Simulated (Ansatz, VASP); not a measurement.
This is a calculation of TePb for Ansatz 0.2.0.

Contents of input.yaml:

```yaml
crystal:
  lattice:
    - [3.9754252041, 0.0, 0.0]
    - [0.0, 3.9754252041, 0.0]
    - [0.0, 0.0, 3.9754252041]
  atoms:
    - { symbol: Pb, position: [0.0, 0.0, 0.0] }
    - { symbol: Te, position: [0.5, 0.5, 0.5] }
hamiltonian:
  xc: r2scan0
  pseudopotentials: { kind: paw }
kpoints:
  mp_grid: { grid: [4, 4, 4] }
scf:
  occupations: { method: fermi_dirac, width: 0.05 }
output:
  forces: true
  stress: true
  eigenvalues: true
```

Potentials or basis: Ansatz PAW.

The run is started by

```bash
$ ansatz run input.yaml --threads 2 --pin off --max-ram 5632MiB --backend cpu --events-out ev --progress --plain --runs-dir out
```

Question: Set up the same calculation for VASP 6.6.1. Potentials there: VASP PAW PBE potentials, release 64 (Pb_d, Te).

Answer: As run (the cutoff follows the program's own potentials):

Contents of POSCAR:

```
TePb
1.0
    3.9754252041      0.0000000000      0.0000000000
    0.0000000000      3.9754252041      0.0000000000
    0.0000000000      0.0000000000      3.9754252041
Pb Te
1 1
Direct
    0.0000000000      0.0000000000      0.0000000000
    0.5000000000      0.5000000000      0.5000000000
```

The input INCAR.step1:

```
  PREC = Accurate
  ENCUT = 520
  EDIFF = 1E-5
  ISMEAR = -1
  SIGMA = 0.05
  LREAL = F
  LASPH = T
  NELM = 60
  ALGO = Normal
  ISIF = 2
  LWAVE = T
  NBANDS = 17
  GGA = PE
```

File INCAR.step2:

```
  PREC = Accurate
  ENCUT = 520
  EDIFF = 1E-6
  ISMEAR = -1
  SIGMA = 0.05
  LREAL = F
  LASPH = T
  NELM = 60
  ALGO = Normal
  ISIF = 2
  LWAVE = F
  LCHARG = T
  METAGGA = R2SCAN
  LHFCALC = T
  AEXX = 0.25
  LMIXTAU = T
  PRECFOCK = Normal
  LELF = T
  LVHAR = T
  NBANDS = 17
  ISTART = 1
```

The input KPOINTS:

```
Automatic mesh
0
Gamma
  4 4 4
```

Potentials or basis: VASP PAW PBE potentials, release 64 (Pb_d, Te).

Launch:

```bash
$ cat potpaw_PBE.64/Pb_d/POTCAR potpaw_PBE.64/Te/POTCAR > POTCAR
$ cp INCAR.step1 INCAR
$ mpirun -np 1 vasp_std > vasp.out
$ cp INCAR.step2 INCAR
$ mpirun -np 1 vasp_std > vasp.out
```

Both were run:

|  | VASP | Ansatz | Ansatz less VASP |
| --- | --- | --- | --- |
| gap on the k mesh at the Fermi level (eV) | none | none | - |
| pressure (GPa) | 0.3 | 0.6 | +0.29 |

VASP's potentials were made for PBE, not for r2SCAN0. A gap of «none» marks a metal or a gap that the smearing closes. VASP's potentials hold 20 valence electrons a cell and Ansatz's 30, so a difference there can come from the potentials and not from the codes.

The k mesh is coarse, so the values compare programs but aren't converged. Neither program's run includes spin-orbit coupling.
